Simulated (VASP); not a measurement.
Input of a VASP 6.6.1 run:

The input INCAR:

```
SYSTEM = Mg2SiN2
PREC     = Accurate       ! precision mode
ENCUT    = 520            ! plane-wave cutoff, eV
EDIFF    = 1E-6           ! SCF threshold, eV
ISMEAR   = 0              ! smearing method
SIGMA    = 0.1            ! smearing width, eV
LREAL    = .False.        ! projectors in reciprocal space
LASPH    = .True.         ! aspherical terms in the spheres
NELM     = 150            ! most SCF steps
ALGO     = Normal         ! electronic algorithm
ISIF     = 2              ! what is computed and relaxed
LWAVE    = .False.        ! write WAVECAR
LCHARG   = .False.        ! write CHGCAR
ISPIN    = 2              ! spin polarisation
MAGMOM   = 0 0 0 1 1      ! initial moments
LORBIT   = 11             ! projections on sites
GGA      = PE             ! functional
NBANDS   = 21             ! bands
```

File KPOINTS:

```
regular mesh
0
Gamma
  6 6 4
  0 0 0
```

The input POSCAR:

```
Mg2SiN2
1.0
    2.8970496407      0.0000000000      0.0000000000
   -1.4485248204      2.5089185849      0.0000000000
    0.0000000000      0.0000000000      7.4754156591
Mg Si N
2 1 2
Direct
    0.6666666667      0.3333333333      0.3307155075
    0.3333333333      0.6666666667      0.6692844925
    0.0000000000      0.0000000000      0.0000000000
    0.6666666667      0.3333333333      0.8638027943
    0.3333333333      0.6666666667      0.1361972057
```

Potentials or basis: VASP PAW PBE potentials, release 64 (Mg, Si, N).

Run with:

```sh
$ cat potpaw_PBE.64/Mg/POTCAR potpaw_PBE.64/Si/POTCAR potpaw_PBE.64/N/POTCAR > POTCAR
$ mpirun -np 1 vasp_std > vasp.out
```

**Question.** Estimate the band gap on the k mesh.

**Answer.** Zero (filled and empty bands overlap).

**Question.** Estimate the pressure.

**Answer.** -0.5 GPa.

Forces on the atoms (eV/Å):
```
Mg   0.000  0.000  0.019
Mg   0.000  0.000 -0.019
Si   0.000  0.000  0.000
N    0.000  0.000 -0.002
N    0.000  0.000  0.002
```

Caveat: the k points lie up to 0.42 Å⁻¹ apart, too coarse for converged energies and pressures of a metal.
